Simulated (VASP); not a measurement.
# Si (Fm-3m) in VASP: a series of runs, part 2 of 2

VASP 6.6.1. The steps go on from the part before.

### 3 Relaxation of cell and atoms, r2SCAN

This run uses another cell than the first one, of 8.30 Å³/atom.

Input file POSCAR:

```
Si
1.0
    0.0000000000      1.6067104218      1.6067104218
    1.6067104218      0.0000000000      1.6067104218
    1.6067104218      1.6067104218      0.0000000000
Si
1
Direct
    0.0000000000      0.0000000000      0.0000000000
```

Input file INCAR.step1:

```
SYSTEM = Si
ALGO = Normal ; EDIFF = 1E-5
EDIFFG = -0.005 ; ENCUT = 550
GGA = PE ; GGA_COMPAT = .FALSE.
IBRION = 2 ; ISIF = 3
ISMEAR = 0 ; LASPH = .TRUE.
LCHARG = .FALSE. ; LREAL = .FALSE.
LWAVE = .TRUE. ; NELM = 120
NELMIN = 4 ; NSW = 100
PREC = Accurate ; SIGMA = 0.1
```

Input file INCAR.step2:

```
SYSTEM = Si
ALGO = Normal ; EDIFF = 1E-7
EDIFFG = -0.05 ; ENCUT = 550
GGA_COMPAT = .FALSE. ; IBRION = 2
ISIF = 3 ; ISMEAR = 0
ISTART = 1 ; LASPH = .TRUE.
LCHARG = .FALSE. ; LMIXTAU = .TRUE.
LREAL = .FALSE. ; LWAVE = .FALSE.
METAGGA = R2SCAN ; NELM = 120
NELMIN = 4 ; NSW = 80
PREC = Accurate ; SIGMA = 0.1
```

Input file KPOINTS:

```
k-points
0
G
  10 10 10
  0 0 0
```

Potentials or basis: VASP PAW PBE potentials, release 64 (Si).

Started as:

```console
$ cat potpaw_PBE.64/Si/POTCAR > POTCAR
$ cp INCAR.step1 INCAR
$ mpirun -np 1 vasp_std > vasp.out
$ cp INCAR.step2 INCAR
$ mpirun -np 1 vasp_std > vasp.out
```

OUTCAR:

```text
SYSTEM = Si
   EDIFF = 1E-7
   EDIFFG = -0.05
   ENCUT = 550
   IBRION = 2
   ISIF = 3
   ISMEAR = 0
   ISTART = 1
   LASPH = .TRUE.
   LREAL = .FALSE.
   METAGGA = R2SCAN
   NELM = 120
   NELMIN = 4
   NSW = 80
   PREC = Accurate

 ion  position               nearest neighbor table
   1  0.000  0.000  0.000-

  LATTYP: Found a face centered cubic cell.
 ALAT       =     3.2134208436

  Lattice vectors:

 A1 = (   0.0000000000,   1.6067104218,   1.6067104218)
 A2 = (   1.6067104218,   0.0000000000,   1.6067104218)
 A3 = (   1.6067104218,   1.6067104218,   0.0000000000)

Analysis of symmetry for initial positions (statically):
=====================================================================
 Subroutine PRICEL returns:
 Original cell was already a primitive cell.

 Routine SETGRP: Setting up the symmetry group for a
 face centered cubic supercell.

 Subroutine GETGRP returns: Found 48 space group operations
 (whereof 48 operations were pure point group operations)
 out of a pool of 48 trial point group operations.

The static configuration has the point symmetry O_h .

Analysis of symmetry for dynamics (positions and initial velocities):
=====================================================================
 Subroutine PRICEL returns:
 Original cell was already a primitive cell.

 Routine SETGRP: Setting up the symmetry group for a
 face centered cubic supercell.

 Subroutine GETGRP returns: Found 48 space group operations
 (whereof 48 operations were pure point group operations)
 out of a pool of 48 trial point group operations.

The dynamic configuration has the point symmetry O_h .

 Subroutine INISYM returns: Found 48 space group operations
 (whereof 48 operations are pure point group operations),
 and found     1 'primitive' translations

[... 113 lines left out ...]
  volume/ion in A,a.u.               =       8.30        55.98
  Fermi-wavevector in a.u.,A,eV,Ry     =   1.283750  2.425936 22.422602  1.648015
  Thomas-Fermi vector in A             =   2.415985
   LORBIT       =      0    0 simple, 1 ext, 2 COOP (PROOUT), +10 PAW based schemes
   METAGGA = R2SCAN    functional components
   LHFCALC =     F    Hartree Fock is set to
   AEXX    =    0.0000 exact exchange contribution
   IVDW    =     0    specifies the selected vdW correction
   LEPSILON=     F    determine dielectric tensor
   LRPA    =     F    only Hartree local field effects (RPA)
 conjugate gradient relaxation of ions
 non-spin polarized calculation
 Gauss-broadening in eV      SIGMA  =   0.10
  energy-cutoff  :      550.00
  volume of cell :        8.30
 maximum number of plane-waves:       262
 NGX is ok and might be reduce to    18
   NGX =  9   NGY =  9   NGZ =  9

--------------------------------------- Ionic step        1  -------------------------------------------

 number of electron       4.0000000 magnetization

 Free energy of the ion-electron system (eV)
  ---------------------------------------------------
  ext. energy  EPLUGINS =         0.00000000
  ---------------------------------------------------
  free energy    TOTEN  =        -6.46097394 eV

  energy without entropy =       -6.45892397  energy(sigma->0) =       -6.45994896

------------------------ aborting loop because EDIFF is reached ----------------------------------------

  FORCE on cell =-STRESS in cart. coord.  units (eV):
  Direction    XX          YY          ZZ          XY          YZ          ZX
  --------------------------------------------------------------------------------------
  -------------------------------------------------------------------------------------
  Total        7.7605372      7.7605372      7.7605372      0.0000000      0.0000000     -0.0000000
  in kB     1498.8547118   1498.8547118   1498.8547118      0.0000000      0.0000000     -0.0000000
  external PRESSURE =    1498.8547118 kB  Pullay stress =       0.0000000 kB
[... 22 lines left out ...]
--------------------------------------- Ionic step        2  -------------------------------------------

 number of electron       4.0000000 magnetization

 E-fermi :   5.6347     XC(G=0): -10.2347

 val. band max:        5.5925493450   @ k =  -0.2000   0.3000   0.1000
 cond. band min:       5.6408571438   @ k =   0.4000   0.2000   0.1000
 fundamental gap:      0.0483077987
 Fermi energy:         5.6346909433

 k-point     1 :       0.0000    0.0000    0.0000
  band No.  band energies     occupation
      1      -6.3103      2.00000
      2      13.2909      0.00000
      3      13.2909      0.00000
      4      13.2911      0.00000
      5      16.8722      0.00000
      6      16.8722      0.00000
[... 241 lines left out ...]
--------------------------------------- Ionic step        3  -------------------------------------------

 number of electron       4.0000000 magnetization

 Free energy of the ion-electron system (eV)
  ---------------------------------------------------
  ext. energy  EPLUGINS =         0.00000000
  ---------------------------------------------------
  free energy    TOTEN  =        -8.03489228 eV

  energy without entropy =       -8.03238004  energy(sigma->0) =       -8.03363616

 E-fermi :  10.8670     XC(G=0): -12.1765

 val. band max:       10.8213181514   @ k =   0.4000   0.2000   0.1000
 cond. band min:      11.0558875290   @ k =  -0.3000   0.3000   0.1000
 fundamental gap:      0.2345693775
 Fermi energy:        10.8670134597

 k-point     1 :       0.0000    0.0000    0.0000
  band No.  band energies     occupation
      1      -5.0105      2.00000
      2      23.3482      0.00000
      3      23.3482      0.00000
      4      23.3482      0.00000
      5      23.6093      0.00000
      6      23.6093      0.00000
[... 235 lines left out ...]
  FREE ENERGIE OF THE ION-ELECTRON SYSTEM (eV)
  ---------------------------------------------------
  free  energy   TOTEN  =        -8.0348922817 eV

  energy  without entropy=       -8.0323800393  energy(sigma->0) =       -8.03363616

 reached required accuracy - stopping structural energy minimisation
```

OSZICAR.step1:

```text
N       E                     dE             d eps       ncg     rms          rms(c)
DAV:   1     0.110228401884E+01    0.11023E+01   -0.22267E+03   660   0.574E+02
DAV:   2    -0.314004054432E+01   -0.42423E+01   -0.40033E+01   762   0.506E+01
DAV:   3    -0.316508923859E+01   -0.25049E-01   -0.25041E-01   732   0.422E+00
DAV:   4    -0.316510753824E+01   -0.18300E-04   -0.18297E-04   804   0.116E-01
[... 28 lines left out ...]
       N       E                     dE             d eps       ncg     rms          rms(c)
DAV:   1    -0.489205148536E+01   -0.29061E-03   -0.57845E-03   594   0.405E-01    0.708E-02
DAV:   2    -0.489198995459E+01    0.61531E-04   -0.31866E-05   642   0.526E-02    0.397E-02
DAV:   3    -0.489195513319E+01    0.34821E-04   -0.39748E-05   606   0.356E-02    0.121E-02
DAV:   4    -0.489195518613E+01   -0.52936E-07   -0.97624E-08   288   0.357E-03
   5 F= -.48919552E+01 E0= -.48900509E+01  d E =-.194478E-03
```

Wall time 45 s (1 thread of AMD EPYC 7R43 (Zen 3), shared host); peak memory 0.08 GiB.

Results:

| Property | Result |
| --- | --- |
| Free energy | -8.0349 eV |
| Relaxed volume | 13.86 Å³/atom |
| Relaxed cell | a = 2.696 Å, b = 2.696 Å, c = 2.696 Å, α = 60.00°, β = 60.00°, γ = 60.00° |
| Space group after relaxing (to 0.1 Å) | Fm-3m (No. 225) |
| Energy gained by relaxing | 1573.9 meV/atom |
| Ionic steps | 3 |
| Pressure after relaxing | -0.4 GPa |
| Band gap on the k mesh | zero (bands 2 and 3 overlap by 15.19 eV) |

The path:
| step | energy change (eV) | largest force (eV/Å) | pressure (GPa) | volume (Å³) |
| --- | --- | --- | --- | --- |
| 1 | 0.0000 | 0.0000 | 149.89 | 8.30 |
| 2 | -1.0501 | 0.0000 | -15.47 | 21.54 |
| 3 | -1.5739 | 0.0000 | -0.37 | 13.86 |

Final structure:
```
Si
1.0
     0.00000    1.90640    1.90640
     1.90640    0.00000    1.90640
     1.90640    1.90640    0.00000
Si
1
Direct
  0.00000 0.00000 0.00000
```

Levels at points of the mesh, in eV from the Fermi level:
```csv
k point,band 1,band 2,band 3,band 4,band 5,band 6
"(0.00, 0.00, 0.00)",-15.88,12.48,12.48,12.48,12.74,12.74
"(0.50, 0.00, 0.00)",-8.22,-7.86,9.57,9.57,11.52,11.52
"(0.50, 0.50, 0.00)",-6.10,-4.76,3.47,3.47,4.40,7.64
```

Caveat: the volume moved by over 15 % at a fixed basis, so the end points are rough; the PAW data sets were made with another functional, which shifts forces and pressure a little. Zero-point motion and thermal expansion aren't in these numbers.

The gap in the log of VASP goes by the Fermi energy; the results here count the filled bands.